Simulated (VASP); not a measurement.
Set up this calculation in VASP 6.6.1, as the native input.

| Quantity | Value |
| --- | --- |
| Task | single point |
| Functional | PBE |
| Potentials or basis | VASP PAW PBE potentials, release 64 (Na_pv) |
| Cutoff | 520 eV |
| k mesh | 12 × 12 × 12 |
| Occupations | gaussian, width 0.1 eV |
| Spin | no spin polarisation |
| Dipole correction | no |
| Further INCAR settings | ALGO = Normal; EDIFF = 1e-06; NBANDS = 10 |

The structure of Na lies in POSCAR:

```
Na
1.0
   -2.1086700250      2.1404325250      2.1086700250
    2.1086700250     -2.1404325250      2.1086700250
    2.1086700250      2.1404325250     -2.1086700250
Na
1
Direct
    0.0000000000      0.0000000000      0.0000000000
```

This cell differs from its parent crystal: strained.

One way to write it, as run:

INCAR

```
  ALGO = Normal
  EDIFF = 1E-6
  ENCUT = 520
  GGA = PE
  ISIF = 2
  ISMEAR = 0
  LASPH = T
  LCHARG = F
  LREAL = F
  LWAVE = F
  NBANDS = 10
  NELM = 60
  PREC = Accurate
  SIGMA = 0.1
```

KPOINTS

```
k-points
0
Gamma
  12 12 12
```

Potentials or basis: VASP PAW PBE potentials, release 64 (Na_pv).

Command:

```console
$ cat potpaw_PBE.64/Na_pv/POTCAR > POTCAR
$ mpirun -np 1 vasp_std > vasp.out
```

Results of the run:

```json
{"Pressure": "-0.2 GPa", "Band gap on the k mesh": "zero (an odd number of electrons rules out a gap without spin polarisation)"}
```

Caveat: the cell differs from its parent crystal (strained).

It took 30 s on 1 thread of Intel(R) Xeon(R) Platinum 8259CL CPU @ 2.50GHz (Skylake/Cascade Lake), with other jobs on the host, peak memory 0.18 GiB.
